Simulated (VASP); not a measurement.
Write the native input for VASP 6.6.1 that does the following.

* Task: single point
* Functional: PBEsol
* Potentials or basis: VASP PAW PBE potentials, release 64 (Ta_sv_GW, N)
* Cutoff: 700 eV
* k mesh: 18 × 18 × 16
* Occupations: gaussian, width 0.15 eV
* Spin: no spin polarisation
* Dipole correction: no
* Further INCAR settings: ALGO = Normal; EDIFF = 1e-06; NBANDS = 16

The structure of TaN lies in POSCAR:

```
TaN
1.0
    2.9606000000      0.0000000000      0.0000000000
   -1.4803000000      2.5639548105      0.0000000000
    0.0000000000      0.0000000000      2.7631000000
Ta N
1 1
Direct
    0.3333333333      0.6666666667      0.5000000000
    0.0000000000      0.0000000000      0.0000000000
```

The input as run:

INCAR

```
SYSTEM = TaN
PREC     = Accurate       ! precision mode
ENCUT    = 700            ! plane-wave cutoff, eV
EDIFF    = 1E-6           ! SCF threshold, eV
ISMEAR   = 0              ! smearing method
SIGMA    = 0.15           ! smearing width, eV
LREAL    = .False.        ! projectors in reciprocal space
LASPH    = .True.         ! aspherical terms in the spheres
NELM     = 120            ! most SCF steps
ALGO     = Normal         ! electronic algorithm
ISIF     = 2              ! what is computed and relaxed
LWAVE    = .False.        ! write WAVECAR
LCHARG   = .True.         ! write CHGCAR
GGA      = PS             ! functional
LELF     = .True.         ! ELF
LVHAR    = .True.       
NBANDS   = 16             ! bands
GGA_COMPAT= .False.
```

KPOINTS

```
regular mesh
0
Gamma
  18 18 16
  0 0 0
```

Potentials or basis: VASP PAW PBE potentials, release 64 (Ta_sv_GW, N).

Launch:

```bash
$ cat potpaw_PBE.64/Ta_sv_GW/POTCAR potpaw_PBE.64/N/POTCAR > POTCAR
$ mpirun -np 1 vasp_std > vasp.out
```

It gave:

The pressure is 7.1 GPa. The band gap on the k mesh is zero (bands 9 and 10 overlap by 0.30 eV).

Caveat: the stress differs along the axes, from -5 to 31 GPa; the PAW data sets were made with another functional, which shifts forces and pressure a little; spin-orbit coupling is left out, which moves the levels of the heavy elements.

Wall time 3.6 min on 1 thread of AMD EPYC 7R43 64-Core Processor (Zen 3), with other jobs on the host, peak memory 0.29 GiB.
